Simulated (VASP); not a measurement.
Here is a VASP 6.6.1 calculation.

Contents of POSCAR:

```
Ti
1.0
    2.9696356090      0.0000000000      0.0000000000
   -1.4848178045      2.5717798774      0.0000000000
    0.0000000000      0.0000000000      9.4943295527
Ti
4
Direct
    0.0000000000      0.0000000000      0.0000000000
    1.0000000000      0.0000000000      0.5000000000
    0.3333333333      0.6666666667      0.2500000000
    0.6666666667      0.3333333333      0.7500000000
```

File INCAR.step1:

```
SYSTEM = Ti
PREC = Accurate
ENCUT = 520
ISMEAR = -1
SIGMA = 0.1
LREAL = .False.
LASPH = .True.
NELM = 80
NBANDS = 32
GGA = PE
ALGO = Normal
EDIFF = 1E-4
LWAVE = .True.
LCHARG = .False.
```

Contents of INCAR.step2:

```
SYSTEM = Ti
PREC = Accurate
ENCUT = 520
EDIFF = 1E-7
ISMEAR = -1
SIGMA = 0.1
LREAL = .False.
LASPH = .True.
NELM = 80
ALGO = Normal
ISIF = 2
LWAVE = .False.
LCHARG = .True.
METAGGA = R2SCAN
LMIXTAU = .True.
LELF = .True.
LVHAR = .True.
NBANDS = 32
ISTART = 1
```

File KPOINTS:

```
Automatic mesh
0
Gamma
  14 14 4
  0 0 0
```

Potentials or basis: VASP PAW PBE potentials, release 64 (Ti_sv).

Launch:

```bash
$ cat potpaw_PBE.64/Ti_sv/POTCAR > POTCAR
$ cp INCAR.step1 INCAR
$ mpirun -np 1 vasp_std > vasp.out
$ cp INCAR.step2 INCAR
$ mpirun -np 1 vasp_std > vasp.out
```

Q: What does it give for the band gap on the k mesh?

A: Zero (bands 24 and 25 overlap by 1.21 eV).

Q: Predict the pressure.

A: -3.9 GPa.

Stress tensor (GPa, compression positive):
```
-3.95  0.00  0.00
 0.00 -3.95  0.00
 0.00  0.00 -3.77
```

Caveat: the cell stands under tension; the PAW data sets were made with another functional, which shifts forces and pressure a little.
